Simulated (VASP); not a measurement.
# BN (I-4m2) in VASP: notebook, part 2 of 3

VASP 6.6.1. The steps go on from the part before.

## 4. Single point, PBE

This run uses another cell than the first one, of the same volume but with other edges.

Contents of INCAR:

```
PREC     = Accurate       # precision mode
ENCUT    = 520            # plane-wave cutoff, eV
EDIFF    = 1E-6           # SCF threshold, eV
ISMEAR   = 0              # smearing method
SIGMA    = 0.05           # smearing width, eV
LREAL    = F              # projectors in reciprocal space
LASPH    = T              # aspherical terms in the spheres
NELM     = 80             # most SCF steps
ALGO     = Normal         # electronic algorithm
ISIF     = 2              # what is computed and relaxed
LWAVE    = F              # write WAVECAR
LCHARG   = F              # write CHGCAR
GGA      = PE             # functional
NBANDS   = 11             # bands
```

Contents of KPOINTS:

```
Automatic mesh
0
Gamma
  12 12 12
```

Contents of POSCAR:

```
BN
1.0
    0.0000000000      1.9139256747      1.6268368235
    1.9139256747      0.0000000000      1.6268368235
    1.9139256747      1.9139256747      0.0000000000
B N
1 1
Direct
    0.0000000000      0.0000000000      0.0000000000
    0.7500000000      0.7500000000      0.7500000000
```

Potentials or basis: VASP PAW PBE potentials, release 64 (B, N).

Launch:

```console
$ cat potpaw_PBE.64/B/POTCAR potpaw_PBE.64/N/POTCAR > POTCAR
$ mpirun -np 1 vasp_std > vasp.out
```

OUTCAR:

```text
PREC = Accurate
   ENCUT = 520
   EDIFF = 1E-6
   ISMEAR = 0
   LREAL = F
   LASPH = T
   NELM = 80
   ISIF = 2
   GGA = PE

 ion  position               nearest neighbor table
   1  0.000  0.000  0.000-   2 1.58   2 1.58   2 1.58   2 1.58
   2  0.750  0.750  0.750-   1 1.58   1 1.58   1 1.58   1 1.58

  LATTYP: Found a body centered tetragonal cell.
 ALAT       =     2.7066996465
 C/A-ratio  =     1.2020815280

  Lattice vectors:

 A1 = (   0.0000000000,  -1.9139256747,  -1.6268368235)
 A2 = (   0.0000000000,   1.9139256747,  -1.6268368235)
 A3 = (   1.9139256747,   0.0000000000,   1.6268368235)

Analysis of symmetry for initial positions (statically):
=====================================================================
 Subroutine PRICEL returns:
 Original cell was already a primitive cell.

 Routine SETGRP: Setting up the symmetry group for a
 body centered tetragonal supercell.

 Subroutine GETGRP returns: Found  8 space group operations
 (whereof  8 operations were pure point group operations)
 out of a pool of 16 trial point group operations.

The static configuration has the point symmetry D_2d.

Analysis of symmetry for dynamics (positions and initial velocities):
=====================================================================
 Subroutine PRICEL returns:
 Original cell was already a primitive cell.

 Routine SETGRP: Setting up the symmetry group for a
 body centered tetragonal supercell.

 Subroutine GETGRP returns: Found  8 space group operations
 (whereof  8 operations were pure point group operations)
 out of a pool of 16 trial point group operations.

The dynamic configuration has the point symmetry D_2d.

 Subroutine INISYM returns: Found  8 space group operations
 (whereof  8 operations are pure point group operations),
 and found     1 'primitive' translations

----------------------------------------------------------------------------------------

                                     Primitive cell

  volume of cell :      11.9186

  direct lattice vectors                    reciprocal lattice vectors
     0.000000000  1.913925675  1.626836823    -0.261243165  0.261243165  0.307344899
     1.913925675  0.000000000  1.626836823     0.261243165 -0.261243165  0.307344899
     1.913925675  1.913925675  0.000000000     0.261243165  0.261243165 -0.307344899

  length of vectors
     2.511913521  2.511913521  2.706699647     0.480579722  0.480579722  0.480579722

  position of ions in fractional coordinates (direct lattice)
     0.000000000  0.000000000  0.000000000
     0.750000000  0.750000000  0.750000000

  ion indices of the primitive-cell ions
   primitive index   ion index
                 1           1
                 2           2

----------------------------------------------------------------------------------------

 KPOINTS: Automatic mesh

Automatic generation of k-mesh.
 Grid dimensions read from file:
 generate k-points for:   12   12   12

 Generating k-lattice:

  Cartesian coordinates                     Fractional coordinates (reciprocal lattice)
    -0.021770264  0.021770264  0.025612075     0.083333333  0.000000000  0.000000000
     0.021770264 -0.021770264  0.025612075     0.000000000  0.083333333  0.000000000
     0.021770264  0.021770264 -0.025612075    -0.000000000 -0.000000000  0.083333333

  Length of vectors
     0.040048310  0.040048310  0.040048310

  Shift w.r.t. Gamma in fractional coordinates (k-lattice)
     0.000000000  0.000000000  0.000000000

 Subroutine IBZKPT returns following result:
 ===========================================

 Found    163 irreducible k-points:

 Following reciprocal coordinates:
            Coordinates               Weight
  0.000000  0.000000  0.000000      1.000000
  0.083333  0.000000  0.000000      8.000000
  0.166667  0.000000  0.000000      8.000000
  0.250000  0.000000  0.000000      8.000000
  0.333333  0.000000  0.000000      8.000000
  0.416667  0.000000  0.000000      8.000000
[... 16 lines left out ...]
  0.500000  0.166667  0.000000      8.000000
 -0.416667  0.166667  0.000000      8.000000
 [... further k-points ...]
   k-points           NKPTS =    163   k-points in BZ     NKDIM =    163   number of bands    NBANDS=     11
   number of dos      NEDOS =    301   number of ions     NIONS =      2
   total plane-waves  NPLWV =   8000
   dimension x,y,z NGX =    20 NGY =   20 NGZ =   20
   dimension x,y,z NGXF=    40 NGYF=   40 NGZF=   40
   ions per type =               1   1
   NGX,Y,Z   is equivalent  to a cutoff of  13.24, 13.24, 12.28 a.u.
   NGXF,Y,Z  is equivalent  to a cutoff of  26.47, 26.47, 24.57 a.u.
 SYSTEM =  unknown system
   PREC   = accura    normal or accurate (medium, high low for compatibility)
   ISTART =      0    job   : 0-new  1-cont  2-samecut
   ICHARG =      2    charge: 1-file 2-atom 10-const
   ISPIN  =      1    spin polarized calculation?
   LNONCOLLINEAR =      F non collinear calculations
   LSORBIT =      F    spin-orbit coupling
   LASPH  =      T    aspherical Exc in radial PAW
   ENCUT  =  520.0 eV  38.22 Ry    6.18 a.u.   4.67  4.67  5.03*2*pi/ulx,y,z
   NELM   =     80;   NELMIN=  2; NELMDL= -5     # of ELM steps
   EDIFF  = 0.1E-05   stopping-criterion for ELM
   LREAL  =      F    real-space projection
[... 7 lines left out ...]
   TEBEG  =    0.0;   TEEND  =   0.0 temperature during run
   PSTRESS=    0.0 pullay stress
   NELECT =       8.0000    total number of electrons
   NUPDOWN=      -1.0000    fix difference up-down
   EMIN   =  10.00;   EMAX   =-10.00  energy-range for DOS
   EFERMI =   0.00;   METHOD = LEGACY
   ISMEAR =     0;   SIGMA  =   0.05  broadening in eV -4-tet -1-fermi 0-gaus
   EFERMI_NEDOS =   21; number of points for ismear=-14 and -15
   IALGO  =     38    algorithm
   IMIX   =      4    mixing-type and parameters
     AMIX     =   0.40;   BMIX     =  1.00
     AMIX_MAG =   1.60;   BMIX_MAG =  1.00
  volume/ion in A,a.u.               =       5.96        40.22
  Fermi-wavevector in a.u.,A,eV,Ry     =   1.433387  2.708709 27.954506  2.054598
  Thomas-Fermi vector in A             =   2.552911
   LORBIT       =      0    0 simple, 1 ext, 2 COOP (PROOUT), +10 PAW based schemes
   GGA     = PE    functional components
   LHFCALC =     F    Hartree Fock is set to
   AEXX    =    0.0000 exact exchange contribution
   IVDW    =     0    specifies the selected vdW correction
   LEPSILON=     F    determine dielectric tensor
   LRPA    =     F    only Hartree local field effects (RPA)
 non-spin polarized calculation
 Gauss-broadening in eV      SIGMA  =   0.05
  energy-cutoff  :      520.00
  volume of cell :       11.92
 maximum number of plane-waves:       330
   NGX =  9   NGY =  9   NGZ =  9

 number of electron       7.9999998 magnetization

 Free energy of the ion-electron system (eV)
  ---------------------------------------------------
  ext. energy  EPLUGINS =         0.00000000
  ---------------------------------------------------
  free energy    TOTEN  =       -17.10994438 eV

  energy without entropy =      -17.10994438  energy(sigma->0) =      -17.10994438

 E-fermi :   8.3911     XC(G=0): -12.8105

 val. band max:        8.1633975870   @ k =   0.0000   0.0000   0.0000
 cond. band min:      10.2520430146   @ k =   0.5000   0.5000   0.0000
 fundamental gap:      2.0886454276
 Fermi energy:         8.3911297720

 k-point     1 :       0.0000    0.0000    0.0000
  band No.  band energies     occupation
      1     -12.7822      2.00000
      2       6.9263      2.00000
      3       6.9263      2.00000
      4       8.1634      2.00000
      5      15.5931      0.00000
      6      16.7288      0.00000
      7      16.7288      0.00000
      8      17.4137      0.00000
      9      31.0821      0.00000
     10      32.0954      0.00000
     11      33.2048      0.00000

 k-point     2 :       0.0833    0.0000    0.0000
  band No.  band energies     occupation
      1     -12.6115      2.00000
      2       6.2672      2.00000
      3       6.6926      2.00000
      4       7.8368      2.00000
      5      15.5618      0.00000
      6      16.9333      0.00000
      7      17.0306      0.00000
      8      18.0713      0.00000
      9      30.0197      0.00000
     10      31.2899      0.00000
     11      32.5682      0.00000
[... 295 lines left out ...]
 k-point    24 :      -0.4167    0.1667    0.0000
  band No.  band energies     occupation
      1      -8.2465      2.00000
      2      -2.2334      2.00000
      3       3.6045      2.00000
      4       4.5765      2.00000
      5      14.6964      0.00000
      6      19.0481      0.00000
      7      20.3210      0.00000
      8      22.4452      0.00000
      9      27.8973      0.00000
     10      32.6374      0.00000
     11      33.2430      0.00000

 [... further k-points ...]
[... 5 lines left out ...]
  --------------------------------------------------------------------------------------
  -------------------------------------------------------------------------------------
  Total       -2.0005584     -2.0005584      3.7970149      0.0000000     -0.0000000      0.0000000
  in kB     -268.9290324   -268.9290324    510.4212576      0.0000000     -0.0000000      0.0000000
  external PRESSURE =      -9.1456024 kB  Pullay stress =       0.0000000 kB

 VOLUME and BASIS-vectors are now :
 -----------------------------------------------------------------------------
  energy-cutoff  :      520.00
  volume of cell :       11.92
      direct lattice vectors                 reciprocal lattice vectors
     0.000000000  1.913925675  1.626836823    -0.261243165  0.261243165  0.307344899
     1.913925675  0.000000000  1.626836823     0.261243165 -0.261243165  0.307344899
     1.913925675  1.913925675  0.000000000     0.261243165  0.261243165 -0.307344899

 POSITION                                       TOTAL-FORCE (eV/Angst)
 -----------------------------------------------------------------------------------
      0.00000      0.00000      0.00000         0.000000      0.000000     -0.000000
      2.87089      2.87089      2.44026        -0.000000     -0.000000      0.000000
 -----------------------------------------------------------------------------------
    total drift:                                0.000000      0.000000     -0.000001

  FREE ENERGIE OF THE ION-ELECTRON SYSTEM (eV)
  ---------------------------------------------------
  free  energy   TOTEN  =       -17.1099443760 eV

  energy  without entropy=      -17.1099443760  energy(sigma->0) =      -17.10994438
```

Wall time 7.4 s (1 thread of Intel Xeon 6975P-C (Granite Rapids), shared host); peak memory 0.13 GiB.

Results:

```yaml
Free_energy: -17.1099 eV
Pressure: -0.9 GPa
Band_gap_on_the_k_mesh: 2.09 eV, indirect (least direct gap 7.43 eV)
```

Stress tensor (GPa, compression positive):
```
-26.89   0.00   0.00
  0.00 -26.89   0.00
  0.00   0.00  51.04
```

 A k mesh can miss the band edges.

## 5. Single point, PBE

This run uses another cell than the first one, of the same volume but with other edges.

Contents of INCAR:

```
SYSTEM = BN
PREC = Accurate
ENCUT = 520
EDIFF = 1E-6
ISMEAR = 0
SIGMA = 0.05
LREAL = .False.
LASPH = .True.
NELM = 80
ALGO = Normal
ISIF = 2
LWAVE = .False.
LCHARG = .False.
GGA = PE
NBANDS = 11
```

Contents of KPOINTS:

```
regular mesh
0
Gamma
  12 12 12
  0 0 0
```

Contents of POSCAR:

```
BN
1.0
    0.0000000000      1.7060992614      2.0473191137
    1.7060992614      0.0000000000      2.0473191137
    1.7060992614      1.7060992614      0.0000000000
B N
1 1
Direct
    0.0000000000      0.0000000000      0.0000000000
    0.7500000000      0.7500000000      0.7500000000
```

Potentials or basis: VASP PAW PBE potentials, release 64 (B, N).

Launch:

```console
$ cat potpaw_PBE.64/B/POTCAR potpaw_PBE.64/N/POTCAR > POTCAR
$ mpirun -np 1 vasp_std > vasp.out
```

OUTCAR:

```text
SYSTEM = BN
   PREC = Accurate
   ENCUT = 520
   EDIFF = 1E-6
   ISMEAR = 0
   LREAL = .False.
   LASPH = .True.
   NELM = 80
   ISIF = 2
   GGA = PE

 ion  position               nearest neighbor table
   1  0.000  0.000  0.000-   2 1.58   2 1.58   2 1.58   2 1.58
   2  0.750  0.750  0.750-   1 1.58   1 1.58   1 1.58   1 1.58

  LATTYP: Found a body centered tetragonal cell.
 ALAT       =     2.4127887142
 C/A-ratio  =     1.6970562749

  Lattice vectors:

 A1 = (  -1.7060992614,   0.0000000000,   2.0473191137)
[... 514 lines left out ...]
      7      20.0424      0.00000
      8      22.5430      0.00000
      9      29.7695      0.00000
     10      32.6383      0.00000
     11      33.3103      0.00000

 [... further k-points ...]
[... 5 lines left out ...]
  --------------------------------------------------------------------------------------
  -------------------------------------------------------------------------------------
  Total        3.4611262      3.4611262     -6.8746170      0.0000000      0.0000000      0.0000000
  in kB      465.2687599    465.2687599   -924.1340289      0.0000000      0.0000000      0.0000000
  external PRESSURE =       2.1344970 kB  Pullay stress =       0.0000000 kB

 VOLUME and BASIS-vectors are now :
 -----------------------------------------------------------------------------
  energy-cutoff  :      520.00
  volume of cell :       11.92
      direct lattice vectors                 reciprocal lattice vectors
     0.000000000  1.706099261  2.047319114    -0.293066184  0.293066184  0.244221820
     1.706099261  0.000000000  2.047319114     0.293066184 -0.293066184  0.244221820
     1.706099261  1.706099261  0.000000000     0.293066184  0.293066184 -0.244221820

 POSITION                                       TOTAL-FORCE (eV/Angst)
 -----------------------------------------------------------------------------------
      0.00000      0.00000      0.00000         0.000000      0.000000      0.000000
      2.55915      2.55915      3.07098         0.000000      0.000000     -0.000000
 -----------------------------------------------------------------------------------
    total drift:                                0.000001      0.000001     -0.000001

  FREE ENERGIE OF THE ION-ELECTRON SYSTEM (eV)
  ---------------------------------------------------
  free  energy   TOTEN  =       -16.8637668406 eV

  energy  without entropy=      -16.8637668406  energy(sigma->0) =      -16.86376684
```

OSZICAR:

```text
N       E                     dE             d eps       ncg     rms          rms(c)
DAV:   1     0.105770004181E+02    0.10577E+02   -0.50055E+03  3722   0.722E+02
DAV:   2    -0.173028739176E+02   -0.27880E+02   -0.26854E+02  4313   0.162E+02
DAV:   3    -0.178258146896E+02   -0.52294E+00   -0.52188E+00  4123   0.189E+01
DAV:   4    -0.178264292956E+02   -0.61461E-03   -0.61460E-03  3880   0.722E-01
DAV:   5    -0.178264298346E+02   -0.53905E-06   -0.53905E-06  4105   0.211E-02    0.667E+00
DAV:   6    -0.169363606921E+02    0.89007E+00   -0.32330E+00  3844   0.102E+01    0.316E+00
DAV:   7    -0.168770485667E+02    0.59312E-01   -0.95401E-02  3973   0.262E+00    0.191E+00
DAV:   8    -0.168635987252E+02    0.13450E-01   -0.33412E-02  4030   0.132E+00    0.173E-01
DAV:   9    -0.168636829458E+02   -0.84221E-04   -0.11899E-03  3754   0.267E-01    0.820E-02
DAV:  10    -0.168637618167E+02   -0.78871E-04   -0.12173E-04  3822   0.944E-02    0.141E-02
DAV:  11    -0.168637667718E+02   -0.49551E-05   -0.94501E-06  4095   0.251E-02    0.110E-02
DAV:  12    -0.168637668406E+02   -0.68805E-07   -0.15360E-06  2114   0.851E-03
   1 F= -.16863767E+02 E0= -.16863767E+02  d E =-.183475E-10
```

stdout:

```text
POSCAR found type information on POSCAR B N
 POSCAR found :  2 types and       2 ions
 scaLAPACK will be used
 LDA part: xc-table for (Slater+PW92), standard interpolation
 POSCAR, INCAR and KPOINTS ok, starting setup
 FFT: planning ... GRIDC
 FFT: planning ... GRID_SOFT
 FFT: planning ... GRID
 WAVECAR not read
 entering main loop
```

It took 6.8 s on 1 thread of Intel Xeon 6975P-C (Granite Rapids), shared host; peak memory 0.13 GiB.

Results:

| Quantity | Value |
| --- | --- |
| Free energy | -16.8638 eV |
| Pressure | 0.2 GPa |
| Band gap on the k mesh | 2.78 eV, indirect (least direct gap 6.94 eV) |

[end of part 2 of 3]
